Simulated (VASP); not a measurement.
# SiO2 in VASP: single point with PBE+D3(BJ)

Aim: the single point of SiO2 with PBE+D3(BJ).

All numbers are computed with VASP 6.6.1; they aren't measurements. Logs are shortened: lines on timing, memory, paths and dates and some standing lists are left out, and cuts for length are marked.

## 1. The cell of the first run

The cell holds a slab with vacuum, 18 atoms: a = 4.915 Å, b = 5.422 Å, c = 25.927 Å, α = 90.00°, β = 90.00°, γ = 90.00°.

## 2. Single point, PBE+D3(BJ)

Contents of INCAR:

```
SYSTEM = SiO2
PREC     = Accurate       ! precision mode
ENCUT    = 520            ! plane-wave cutoff, eV
EDIFF    = 1E-6           ! SCF threshold, eV
ISMEAR   = 0              ! smearing method
SIGMA    = 0.05           ! smearing width, eV
LREAL    = Auto         
LASPH    = .True.         ! aspherical terms in the spheres
NELM     = 60             ! most SCF steps
ALGO     = Normal         ! electronic algorithm
ISIF     = 2              ! what is computed and relaxed
LWAVE    = .False.        ! write WAVECAR
LCHARG   = .True.         ! write CHGCAR
LDIPOL   = .True.       
IDIPOL   = 3            
DIPOL    = 0.5 0.5 0.457
GGA      = PE             ! functional
IVDW     = 12             ! dispersion correction
LELF     = .True.         ! ELF
LVHAR    = .True.       
LVACPOTAV= .True.       
NBANDS   = 63             ! bands
```

Contents of KPOINTS:

```
regular mesh
0
Gamma
  3 3 1
  0 0 0
```

Contents of POSCAR:

```
SiO2
1.0
    4.9152816276      0.0000000000      0.0000000000
    0.0000000000      5.4220874070      0.0000000000
    0.0000000000      0.0000000000     25.9268519140
O Si
12 6
Direct
    0.7268435890      0.7797716533      0.3085604078
    0.9310901049      0.2202283467      0.3309163331
    0.4310901049      0.1131049867      0.3604205902
    0.2268435890      0.5535616800      0.3827765155
    0.8420663060      0.8868950133      0.4054042375
    0.8420663060      0.4464383200      0.4501160880
    0.2402900579      0.7771564687      0.4705536985
    0.4401329761      0.2198971357      0.4968247102
    0.9408135618      0.1016826347      0.5224151293
    0.7454819198      0.5396821263      0.5501690527
    0.3554481794      0.8603169206      0.5662351446
    0.4621991900      0.5323277847      0.6432719013
    0.2330595199      0.3333333333      0.3401057703
    0.7330595199      0.0000000000      0.3512311530
    0.0338809602      0.6666666667      0.4277601628
    0.7445722888      0.3293775897      0.5050332807
    0.2458115580     -0.0079943991      0.5142278020
    0.5782713278      0.6883775529      0.5947952556
```

Potentials or basis: VASP PAW PBE potentials, release 64 (O, Si).

On the command line:

```
> cat potpaw_PBE.64/O/POTCAR potpaw_PBE.64/Si/POTCAR > POTCAR
> mpirun -np 1 vasp_std > vasp.out
```

OUTCAR:

```text
SYSTEM = SiO2
   PREC = Accurate
   ENCUT = 520
   EDIFF = 1E-6
   ISMEAR = 0
   LREAL = Auto
   LASPH = .True.
   NELM = 60
   ISIF = 2
   GGA = PE
   IVDW = 12
 IVDW          = 12

 ion  position               nearest neighbor table
   1  0.727  0.780  0.309-  14 1.63
   2  0.931  0.220  0.331-  13 1.62  14 1.63
   3  0.431  0.113  0.360-  14 1.62  13 1.63
   4  0.227  0.554  0.383-  15 1.62  13 1.63
   5  0.842  0.887  0.405-  14 1.62  15 1.63
   6  0.842  0.446  0.450-  15 1.63  16 1.63
   7  0.240  0.777  0.471-  15 1.62  17 1.62
   8  0.440  0.220  0.497-  16 1.62  17 1.63
   9  0.941  0.102  0.522-  17 1.63  16 1.63
  10  0.745  0.540  0.550-  18 1.63  16 1.63
  11  0.355  0.860  0.566-  18 1.62  17 1.62
  12  0.462  0.532  0.643-  18 1.62
  13  0.233  0.333  0.340-   2 1.62   3 1.63   4 1.63  14 3.06  14 3.06  15 3.06
  14  0.733  0.000  0.351-   5 1.62   3 1.62   2 1.63   1 1.63  15 3.06  13 3.06  13 3.06
  15  0.034  0.667  0.428-   7 1.62   4 1.62   6 1.63   5 1.63  17 3.04  16 3.06  14 3.06  13 3.06

  16  0.745  0.329  0.505-   8 1.62   9 1.63   6 1.63  10 1.63  15 3.06  17 3.07  17 3.08  18 3.14

  17  0.246  0.992  0.514-  11 1.62   7 1.62   8 1.63   9 1.63  15 3.04  16 3.07  16 3.08  18 3.12

  18  0.578  0.688  0.595-  11 1.62  12 1.62  10 1.63  17 3.12  16 3.14

  LATTYP: Found a simple orthorhombic cell.
 ALAT       =     4.9152816276
 B/A-ratio  =     1.1031081874
 C/A-ratio  =     5.2747439269

  Lattice vectors:

 A1 = (   4.9152816276,   0.0000000000,   0.0000000000)
 A2 = (   0.0000000000,   5.4220874070,   0.0000000000)
 A3 = (   0.0000000000,   0.0000000000,  25.9268519140)

Analysis of symmetry for initial positions (statically):
=====================================================================
 Subroutine PRICEL returns:
 Original cell was already a primitive cell.

 Routine SETGRP: Setting up the symmetry group for a
 simple orthorhombic supercell.

 Subroutine GETGRP returns: Found  1 space group operations
 (whereof  1 operations were pure point group operations)
 out of a pool of  8 trial point group operations.

The static configuration has the point symmetry C_1 .

Analysis of symmetry for dynamics (positions and initial velocities):
=====================================================================
 Subroutine PRICEL returns:
 Original cell was already a primitive cell.

 Routine SETGRP: Setting up the symmetry group for a
 simple orthorhombic supercell.

 Subroutine GETGRP returns: Found  1 space group operations
 (whereof  1 operations were pure point group operations)
 out of a pool of  8 trial point group operations.

The dynamic configuration has the point symmetry C_1 .

 Subroutine INISYM returns: Found  1 space group operations
[... 122 lines left out ...]
   EMIN   =  10.00;   EMAX   =-10.00  energy-range for DOS
   EFERMI =   0.00;   METHOD = LEGACY
   ISMEAR =     0;   SIGMA  =   0.05  broadening in eV -4-tet -1-fermi 0-gaus
   EFERMI_NEDOS =   21; number of points for ismear=-14 and -15
   IALGO  =     38    algorithm
   IMIX   =      4    mixing-type and parameters
     AMIX     =   0.40;   BMIX     =  1.00
     AMIX_MAG =   1.60;   BMIX_MAG =  1.00
  volume/ion in A,a.u.               =      38.39       259.05
  Fermi-wavevector in a.u.,A,eV,Ry     =   0.847898  1.602295  9.781653  0.718931
  Thomas-Fermi vector in A             =   1.963477
   LORBIT       =      0    0 simple, 1 ext, 2 COOP (PROOUT), +10 PAW based schemes
   GGA     = PE    functional components
   LHFCALC =     F    Hartree Fock is set to
   AEXX    =    0.0000 exact exchange contribution
   IVDW    =    12    specifies the selected vdW correction
   LEPSILON=     F    determine dielectric tensor
   LRPA    =     F    only Hartree local field effects (RPA)
 non-spin polarized calculation
 Gauss-broadening in eV      SIGMA  =   0.05
  energy-cutoff  :      520.00
  volume of cell :      690.98
 maximum number of plane-waves:     18620
 NGX is ok and might be reduce to    40
   NGX = 19   NGY = 21   NGZ = 97

 number of electron      96.0000002 magnetization

 dipolmoment           0.000000      0.000000      0.238198 electrons x Angstroem

 Free energy of the ion-electron system (eV)
  ---------------------------------------------------
  ext. energy  EPLUGINS =         0.00000000
  ---------------------------------------------------
  free energy    TOTEN  =      -132.80601329 eV

  energy without entropy =     -132.80601192  energy(sigma->0) =     -132.80601261

 E-fermi :  -3.8790     XC(G=0):  -3.6354

 val. band max:       -4.0267173198   @ k =   0.0000   0.0000   0.0000
 cond. band min:      -3.7336240708   @ k =   0.0000   0.0000   0.0000
 fundamental gap:      0.2930932490
 Fermi energy:        -3.8790053923

 k-point     1 :       0.0000    0.0000    0.0000
  band No.  band energies     occupation
      1     -25.3995      2.00000
      2     -25.0843      2.00000
      3     -24.3373      2.00000
      4     -24.0331      2.00000
      5     -23.8908      2.00000
      6     -23.7056      2.00000
[... 304 lines left out ...]
     59       3.7830      0.00000
     60       3.8044      0.00000
 [bands above 60 left out]

------------------------ aborting loop because EDIFF is reached ----------------------------------------

 Edisp (eV)   -1.98780

 E8    (eV) :    -0.6984

  FORCE on cell =-STRESS in cart. coord.  units (eV):
  Direction    XX          YY          ZZ          XY          YZ          ZX
  --------------------------------------------------------------------------------------
  -------------------------------------------------------------------------------------
  Total      -1.22169    -4.24910    -2.01271    -2.82988     1.30633     0.60109
  in kB      -2.83275    -9.85243    -4.66688    -6.56167     3.02900     1.39376
  external pressure =       -5.78 kB  Pullay stress =        0.00 kB

 VOLUME and BASIS-vectors are now :
 -----------------------------------------------------------------------------
  energy-cutoff  :      520.00
  volume of cell :      690.98
      direct lattice vectors                 reciprocal lattice vectors
     4.915281628  0.000000000  0.000000000     0.203447142  0.000000000  0.000000000
     0.000000000  5.422087407  0.000000000     0.000000000  0.184430815  0.000000000
     0.000000000  0.000000000 25.926851914     0.000000000  0.000000000  0.038570051

 POSITION                                       TOTAL-FORCE (eV/Angst)
 -----------------------------------------------------------------------------------
      3.57264      4.22799      8.00000        -0.241876      0.362477      0.466744
      4.57657      1.19410      8.57962         1.433533      1.506991     -0.477473
      2.11893      0.61327      9.34457        -0.909240      1.510011     -0.404063
      1.11500      3.00146      9.92419         0.503467     -0.556757     -0.999514
      4.13899      4.80882     10.51086         0.319609      0.218962      1.186712
      4.13899      2.42063     11.67009         0.091932     -0.025917      0.354991
[... 10 lines left out ...]
      1.20823      5.37874     13.33231         0.084586      0.129453     -0.135021
      2.84237      3.73244     15.42117        -2.683884     -3.585814      2.129835
 -----------------------------------------------------------------------------------
    total drift:                               -0.001378      0.002796     -0.004257

  FREE ENERGIE OF THE ION-ELECTRON SYSTEM (eV)
  ---------------------------------------------------
  free  energy   TOTEN  =      -134.7938176958 eV

  energy  without entropy=     -134.7938163272  energy(sigma->0) =     -134.79381701

 vacuum level on the upper side and lower side of the slab         4.398         2.781
```

OSZICAR:

```text
N       E                     dE             d eps       ncg     rms          rms(c)
DAV:   1     0.933910089451E+03    0.93391E+03   -0.40083E+04   670   0.121E+03
DAV:   2     0.728076937454E+01   -0.92663E+03   -0.88991E+03   886   0.302E+02
DAV:   3    -0.151115902062E+03   -0.15840E+03   -0.15734E+03   748   0.136E+02
[... 22 lines left out ...]
DAV:  26    -0.132806002772E+03   -0.11597E-04   -0.59053E-07   556   0.247E-03    0.148E-03
DAV:  27    -0.132806008923E+03   -0.61511E-05   -0.23063E-07   516   0.291E-03    0.107E-03
DAV:  28    -0.132806011439E+03   -0.25159E-05   -0.13695E-07   532   0.227E-03    0.532E-04
DAV:  29    -0.132806012737E+03   -0.12982E-05   -0.86898E-08   516   0.181E-03    0.288E-04
DAV:  30    -0.132806013292E+03   -0.55560E-06   -0.45601E-08   524   0.986E-04
   1 F= -.13479382E+03 E0= -.13479382E+03  d E =-.136859E-05
```

Wall time 15 min (1 thread of Intel Xeon 8259CL, shared host); peak memory 0.68 GiB.

What came out:

* Free energy: -134.7938 eV
* Largest force: 4.960 eV/Å
* Band gap on the k mesh: 0.29 eV
* Dispersion energy per atom: -0.110 eV

Forces on the atoms (eV/Å):
```
O   -0.242  0.362  0.467
O    1.434  1.507 -0.477
O   -0.909  1.510 -0.404
O    0.503 -0.557 -1.000
O    0.320  0.219  1.187
O    0.092 -0.026  0.355
O   -0.005  0.019  0.040
O    0.007  0.015 -0.018
O    0.031 -0.080  0.219
O    0.584  0.381 -0.296
O    0.232  0.934  0.114
O    1.769  2.045 -1.974
Si  -0.982 -0.111  2.272
Si   0.423 -3.569 -2.171
Si  -0.628  0.623 -0.354
Si  -0.030  0.183  0.047
Si   0.085  0.129 -0.135
Si  -2.684 -3.586  2.130
```

Caveat: the k points lie up to 0.43 Å⁻¹ apart.
